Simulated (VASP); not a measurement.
# InF (zincblende type) (F-43m) in VASP: notebook

InF (zincblende type) is run at these levels: PBE; tasks: electric field gradients.

Program: VASP 6.6.1. These are calculated values, not measurements. Logs are shortened: lines on timing, memory, paths and dates and some standing lists are left out, and cuts for length are marked.

## Step 1: The cell of the first run

Symmetry: F-43m, No. 216, cubic system. The conventional cell has a = 6.127 Å, b = 6.127 Å, c = 6.127 Å, α = 90.00°, β = 90.00°, γ = 90.00°. Within 3.5 Å of In (site symmetry -43m) lie 4 F at 2.65 Å. Within 3.5 Å of F (site symmetry -43m) lie 4 In at 2.65 Å.

## Step 2: Electric field gradients, PBE (volume scaled by 1.06)

The input, INCAR:

```
SYSTEM = InF
PREC = Accurate
ENCUT = 520
EDIFF = 1E-8
ISMEAR = -1
SIGMA = 0.05
LREAL = .False.
LASPH = .True.
NELM = 60
ALGO = Normal
ISIF = 2
LWAVE = .False.
LCHARG = .False.
GGA = PE
LEFG = .True.
NBANDS = 17
```

The input, KPOINTS:

```
Automatic mesh
0
Gamma
  13 13 13
  0 0 0
```

The input, POSCAR:

```
InF
1.0
    0.0000000000      3.0634122134      3.0634122134
    3.0634122134      0.0000000000      3.0634122134
    3.0634122134      3.0634122134      0.0000000000
In F
1 1
Direct
    0.0000000000      0.0000000000      0.0000000000
    0.2500000000      0.2500000000      0.2500000000
```

Potentials or basis: VASP PAW PBE potentials, release 64 (In_d, F).

On the command line:

```
$ cat potpaw_PBE.64/In_d/POTCAR potpaw_PBE.64/F/POTCAR > POTCAR
$ mpirun -np 1 vasp_std > vasp.out
```

OUTCAR:

```text
SYSTEM = InF
   PREC = Accurate
   ENCUT = 520
   EDIFF = 1E-8
   ISMEAR = -1
   LREAL = .False.
   LASPH = .True.
   NELM = 60
   ISIF = 2
   GGA = PE

 ion  position               nearest neighbor table
   1  0.000  0.000  0.000-   2 2.65   2 2.65   2 2.65   2 2.65
   2  0.250  0.250  0.250-   1 2.65   1 2.65   1 2.65   1 2.65

  LATTYP: Found a face centered cubic cell.
 ALAT       =     6.1268244268

  Lattice vectors:

 A1 = (   0.0000000000,   3.0634122134,   3.0634122134)
 A2 = (   3.0634122134,   0.0000000000,   3.0634122134)
 A3 = (   3.0634122134,   3.0634122134,   0.0000000000)

Analysis of symmetry for initial positions (statically):
=====================================================================
 Subroutine PRICEL returns:
 Original cell was already a primitive cell.

 Routine SETGRP: Setting up the symmetry group for a
 face centered cubic supercell.

 Subroutine GETGRP returns: Found 24 space group operations
 (whereof 24 operations were pure point group operations)
 out of a pool of 48 trial point group operations.

The static configuration has the point symmetry T_d .

Analysis of symmetry for dynamics (positions and initial velocities):
=====================================================================
 Subroutine PRICEL returns:
 Original cell was already a primitive cell.

 Routine SETGRP: Setting up the symmetry group for a
 face centered cubic supercell.

 Subroutine GETGRP returns: Found 24 space group operations
 (whereof 24 operations were pure point group operations)
 out of a pool of 48 trial point group operations.

The dynamic configuration has the point symmetry T_d .

 Subroutine INISYM returns: Found 24 space group operations
 (whereof 24 operations are pure point group operations),
 and found     1 'primitive' translations

----------------------------------------------------------------------------------------

                                     Primitive cell

  volume of cell :      57.4971

  direct lattice vectors                    reciprocal lattice vectors
     0.000000000  3.063412213  3.063412213    -0.163216689  0.163216689  0.163216689
     3.063412213  0.000000000  3.063412213     0.163216689 -0.163216689  0.163216689
     3.063412213  3.063412213  0.000000000     0.163216689  0.163216689 -0.163216689

  length of vectors
     4.332319099  4.332319099  4.332319099     0.282699599  0.282699599  0.282699599

  position of ions in fractional coordinates (direct lattice)
     0.000000000  0.000000000  0.000000000
     0.250000000  0.250000000  0.250000000

  ion indices of the primitive-cell ions
   primitive index   ion index
                 1           1
                 2           2

----------------------------------------------------------------------------------------

 KPOINTS: Automatic mesh

Automatic generation of k-mesh.
 Grid dimensions read from file:
 generate k-points for:   13   13   13

 Generating k-lattice:

  Cartesian coordinates                     Fractional coordinates (reciprocal lattice)
    -0.012555130  0.012555130  0.012555130     0.076923077  0.000000000  0.000000000
     0.012555130 -0.012555130  0.012555130     0.000000000  0.076923077  0.000000000
     0.012555130  0.012555130 -0.012555130     0.000000000  0.000000000  0.076923077

  Length of vectors
     0.021746123  0.021746123  0.021746123

  Shift w.r.t. Gamma in fractional coordinates (k-lattice)
     0.000000000  0.000000000  0.000000000

 Subroutine IBZKPT returns following result:
 ===========================================

 Found     84 irreducible k-points:

 Following reciprocal coordinates:
            Coordinates               Weight
  0.000000  0.000000  0.000000      1.000000
  0.076923  0.000000  0.000000      8.000000
  0.153846  0.000000  0.000000      8.000000
  0.230769  0.000000  0.000000      8.000000
  0.307692  0.000000  0.000000      8.000000
  0.384615  0.000000  0.000000      8.000000
[... 16 lines left out ...]
  0.384615  0.153846  0.000000     24.000000
  0.461538  0.153846  0.000000     24.000000
 [... further k-points ...]
   k-points           NKPTS =     84   k-points in BZ     NKDIM =     84   number of bands    NBANDS=     17
   number of dos      NEDOS =    301   number of ions     NIONS =      2
   total plane-waves  NPLWV =  32768
   dimension x,y,z NGX =    32 NGY =   32 NGZ =   32
   dimension x,y,z NGXF=    64 NGYF=   64 NGZF=   64
   ions per type =               1   1
   NGX,Y,Z   is equivalent  to a cutoff of  12.28, 12.28, 12.28 a.u.
   NGXF,Y,Z  is equivalent  to a cutoff of  24.56, 24.56, 24.56 a.u.
 SYSTEM =  InF
   PREC   = accura    normal or accurate (medium, high low for compatibility)
   ISTART =      0    job   : 0-new  1-cont  2-samecut
   ICHARG =      2    charge: 1-file 2-atom 10-const
   ISPIN  =      1    spin polarized calculation?
   LNONCOLLINEAR =      F non collinear calculations
   LSORBIT =      F    spin-orbit coupling
   LASPH  =      T    aspherical Exc in radial PAW
   ENCUT  =  520.0 eV  38.22 Ry    6.18 a.u.   8.06  8.06  8.06*2*pi/ulx,y,z
   NELM   =     60;   NELMIN=  2; NELMDL= -5     # of ELM steps
   EDIFF  = 0.1E-07   stopping-criterion for ELM
   LREAL  =      F    real-space projection
   EDIFFG = 0.1E-06   stopping-criterion for IOM
   NSW    =      0    number of steps for IOM
   IBRION =     -1    ionic relax: 0-MD 1-quasi-New 2-CG
   NFREE  =      0    steps in history (QN), initial steepest desc. (CG)
   ISIF   =      2    stress and relaxation
   ISYM   =      2    0-nonsym 1-usesym 2-fastsym
   POTIM  = 0.5000    time-step for ionic-motion
   TEBEG  =    0.0;   TEEND  =   0.0 temperature during run
   PSTRESS=    0.0 pullay stress
   NELECT =      20.0000    total number of electrons
   NUPDOWN=      -1.0000    fix difference up-down
   EMIN   =  10.00;   EMAX   =-10.00  energy-range for DOS
   EFERMI =   0.00;   METHOD = LEGACY
   ISMEAR =    -1;   SIGMA  =   0.05  broadening in eV -4-tet -1-fermi 0-gaus
   EFERMI_NEDOS =   21; number of points for ismear=-14 and -15
   IALGO  =     38    algorithm
   IMIX   =      4    mixing-type and parameters
     AMIX     =   0.40;   BMIX     =  1.00
     AMIX_MAG =   1.60;   BMIX_MAG =  1.00
  volume/ion in A,a.u.               =      28.75       194.00
  Fermi-wavevector in a.u.,A,eV,Ry     =   1.151338  2.175713 18.035590  1.325578
  Thomas-Fermi vector in A             =   2.287996
   LORBIT       =      0    0 simple, 1 ext, 2 COOP (PROOUT), +10 PAW based schemes
   GGA     = PE    functional components
   LHFCALC =     F    Hartree Fock is set to
   AEXX    =    0.0000 exact exchange contribution
   IVDW    =     0    specifies the selected vdW correction
   LEPSILON=     F    determine dielectric tensor
   LRPA    =     F    only Hartree local field effects (RPA)
 non-spin polarized calculation
  energy-cutoff  :      520.00
  volume of cell :       57.50
 maximum number of plane-waves:      1566
   NGX = 17   NGY = 17   NGZ = 17

 number of electron      19.9999998 magnetization

 Free energy of the ion-electron system (eV)
  ---------------------------------------------------
  ext. energy  EPLUGINS =         0.00000000
  ---------------------------------------------------
  free energy    TOTEN  =        -7.42700616 eV

  energy without entropy =       -7.42700616  energy(sigma->0) =       -7.42700616

 E-fermi :   2.1455     XC(G=0):  -7.5801

 val. band max:        1.0367118274   @ k =  -0.4615   0.4615   0.0000
 cond. band min:       3.1790318792   @ k =  -0.4615   0.4615   0.0000
 fundamental gap:      2.1423200518
 Fermi energy:         2.1454920354

 k-point     1 :       0.0000    0.0000    0.0000
  band No.  band energies     occupation
      1     -20.4387      2.00000
      2     -12.1216      2.00000
      3     -12.1215      2.00000
      4     -12.1215      2.00000
      5     -12.0954      2.00000
      6     -12.0954      2.00000
[... 9 lines left out ...]
     16      13.0596      0.00000
     17      13.0596      0.00000

 k-point     2 :       0.0769    0.0000    0.0000
  band No.  band energies     occupation
      1     -20.4382      2.00000
      2     -12.1203      2.00000
      3     -12.1203      2.00000
      4     -12.1186      2.00000
      5     -12.0954      2.00000
      6     -12.0954      2.00000
[... 9 lines left out ...]
     16      12.9794      0.00000
     17      12.9794      0.00000
[... 421 lines left out ...]
 k-point    24 :       0.4615    0.1538    0.0000
  band No.  band energies     occupation
      1     -20.4227      2.00000
      2     -12.1137      2.00000
      3     -12.1071      2.00000
      4     -12.0896      2.00000
      5     -12.0789      2.00000
      6     -12.0628      2.00000
[... 9 lines left out ...]
     16      13.0738      0.00000
     17      14.2777      0.00000

 [... further k-points ...]
[... 5 lines left out ...]
  --------------------------------------------------------------------------------------
  -------------------------------------------------------------------------------------
  Total       -0.4463602     -0.4463602     -0.4463602      0.0000000     -0.0000000     -0.0000000
  in kB      -12.4379771    -12.4379771    -12.4379771      0.0000000     -0.0000000     -0.0000000
  external PRESSURE =     -12.4379771 kB  Pullay stress =       0.0000000 kB

 VOLUME and BASIS-vectors are now :
 -----------------------------------------------------------------------------
  energy-cutoff  :      520.00
  volume of cell :       57.50
      direct lattice vectors                 reciprocal lattice vectors
     0.000000000  3.063412213  3.063412213    -0.163216689  0.163216689  0.163216689
     3.063412213  0.000000000  3.063412213     0.163216689 -0.163216689  0.163216689
     3.063412213  3.063412213  0.000000000     0.163216689  0.163216689 -0.163216689

 POSITION                                       TOTAL-FORCE (eV/Angst)
 -----------------------------------------------------------------------------------
      0.00000      0.00000      0.00000         0.000000      0.000000      0.000000
      1.53171      1.53171      1.53171        -0.000000     -0.000000     -0.000000
 -----------------------------------------------------------------------------------
    total drift:                               -0.000000     -0.000000     -0.000000

  FREE ENERGIE OF THE ION-ELECTRON SYSTEM (eV)
  ---------------------------------------------------
  free  energy   TOTEN  =        -7.4270061551 eV

  energy  without entropy=       -7.4270061551  energy(sigma->0) =       -7.42700616

 Electric field gradients (V/A^2)
---------------------------------------------------------------------
 ion       V_xx      V_yy      V_zz      V_xy      V_xz      V_yz
---------------------------------------------------------------------
   1      -0.000    -0.000    -0.000    -0.002    -0.002    -0.002
   2      -0.000    -0.000     0.000     0.008     0.008     0.008
---------------------------------------------------------------------

 Electric field gradients after diagonalization (V/A^2)
 (convention: |V_zz| > |V_xx| > |V_yy|)
----------------------------------------------------------------------
 ion       V_xx      V_yy      V_zz     asymmetry (V_yy - V_xx)/ V_zz
----------------------------------------------------------------------
   1       0.002     0.002    -0.003       0.000
   2      -0.008    -0.008     0.016       0.000
----------------------------------------------------------------------

           NMR quadrupolar parameters

 Cq : quadrupolar parameter    Cq=e*Q*V_zz/h
 eta: asymmetry parameters     (V_yy - V_xx)/ V_zz
 Q  : nuclear electric quadrupole moment in mb (millibarn)
----------------------------------------------------------------------
 ion       Cq(MHz)       eta       Q (mb)
----------------------------------------------------------------------
   1      -0.000       0.000       1.000
   2       0.000       0.000       1.000
----------------------------------------------------------------------
```

Wall time 27 s (1 thread of Intel Xeon Platinum 8559C (Emerald Rapids), shared host); peak memory 0.21 GiB.

Results:

```
Free energy            : -7.4270 eV
Pressure               : -1.2 GPa
Band gap on the k mesh : 2.14 eV, direct
```

Levels at points of the mesh, in eV from the valence-band top:
| k point | band 6 | band 7 | band 8 | band 9 | band 10 | band 11 | band 12 | band 13 | band 14 | band 15 |
| --- | --- | --- | --- | --- | --- | --- | --- | --- | --- | --- |
| (0.00, 0.00, 0.00) | -13.13 | -3.54 | -2.98 | -2.98 | -2.98 | 6.33 | 6.33 | 6.33 | 9.43 | 12.02 |

Caveat: without QUAD_EFG the Cq values of the log hold for a quadrupole moment of 1 mb, not for the nuclei; spin-orbit coupling is left out, which moves the levels of the heavy elements.

(Part 1 of 4 ends here.)
